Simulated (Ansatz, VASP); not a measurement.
**One calculation of LiH, two programs**

POSCAR

```
LiH
1.0
    0.0000000000      2.0029948923      2.0029948923
    2.0853179824      0.0000000000      2.0029948923
    2.0853179824      2.0029948923      0.0000000000
Li H
1 1
Direct
    0.0000000000      0.0000000000      0.0000000000
    0.5000000000      0.5000000000      0.5000000000
```

The input INCAR.step1:

```
SYSTEM = LiH
PREC     = Accurate       ! precision mode
ENCUT    = 520            ! plane-wave cutoff, eV
EDIFF    = 1E-5           ! SCF threshold, eV
ISMEAR   = 0              ! smearing method
SIGMA    = 0.01           ! smearing width, eV
LREAL    = .FALSE.        ! projectors in reciprocal space
LASPH    = .TRUE.         ! aspherical terms in the spheres
NELM     = 100            ! most SCF steps
ALGO     = Normal         ! electronic algorithm
ISIF     = 2              ! what is computed and relaxed
LWAVE    = .TRUE.         ! write WAVECAR
NBANDS   = 9              ! bands
GGA      = PE             ! functional
```

File INCAR.step2:

```
SYSTEM = LiH
PREC     = Accurate       ! precision mode
ENCUT    = 520            ! plane-wave cutoff, eV
EDIFF    = 1E-6           ! SCF threshold, eV
ISMEAR   = 0              ! smearing method
SIGMA    = 0.01           ! smearing width, eV
LREAL    = .FALSE.        ! projectors in reciprocal space
LASPH    = .TRUE.         ! aspherical terms in the spheres
NELM     = 100            ! most SCF steps
ALGO     = Normal         ! electronic algorithm
ISIF     = 2              ! what is computed and relaxed
LWAVE    = .FALSE.        ! write WAVECAR
LCHARG   = .TRUE.         ! write CHGCAR
GGA      = PE             ! functional
LHFCALC  = .TRUE.         ! exact exchange
HFSCREEN = 0.2079         ! screening, 1/A
PRECFOCK = Normal       
LELF     = .TRUE.         ! ELF
LVHAR    = .TRUE.       
NBANDS   = 9              ! bands
ISTART   = 1
```

Contents of KPOINTS:

```
regular mesh
0
G
  8 8 8
  0 0 0
```

Input for Ansatz:

```yaml
crystal:
  lattice:
    - [0.0, 2.0029948923, 2.0029948923]
    - [2.0853179824, 0.0, 2.0029948923]
    - [2.0853179824, 2.0029948923, 0.0]
  atoms:
    - { symbol: Li, position: [0.0, 0.0, 0.0] }
    - { symbol: H, position: [0.5, 0.5, 0.5] }
kpoints:
  mp_grid: { grid: [8, 8, 8] }
  band_path:
    path:
      - [0.0, 0.0, 0.0]
      - [0.5, 0.0, 0.5]
      - [0.625, 0.25, 0.625]
      - [0.375, 0.375, 0.75]
      - [0.5, 0.5, 0.5]
      - [0.5, 0.25, 0.75]
      - [0.0, 0.5, 0.5]
    npoints: 1
hamiltonian:
  xc: hse06
scf:
  occupations: { method: fixed }
  n_extra_bands: 4
output:
  forces: true
  stress: true
  eigenvalues: true
```

Change from the starting cell: uniaxial_x strain +4.1%.

Alike in both runs: task single point; functional HSE06; k mesh 8 × 8 × 8; no spin polarisation.

```csv
,VASP,Ansatz
version,VASP 6.6.1,Ansatz 0.2.0
potentials or method,"VASP PAW PBE potentials, release 64 (Li_sv, H)","plane waves, PAW"
plane-wave cutoff (eV),520,420
occupations,"gaussian, width 0.01 eV",fixed
valence electrons in the cell,4,4
```

|  | VASP | Ansatz | Ansatz less VASP |
| --- | --- | --- | --- |
| gap on the k mesh at the Fermi level (eV) | 3.53 | 3.53 | +0.002 |

Ansatz's warnings: stress exchange threshold loose, stress scf threshold loose.

Noted on VASP's run: the cutoff is short for stress, so the pressure is rough.
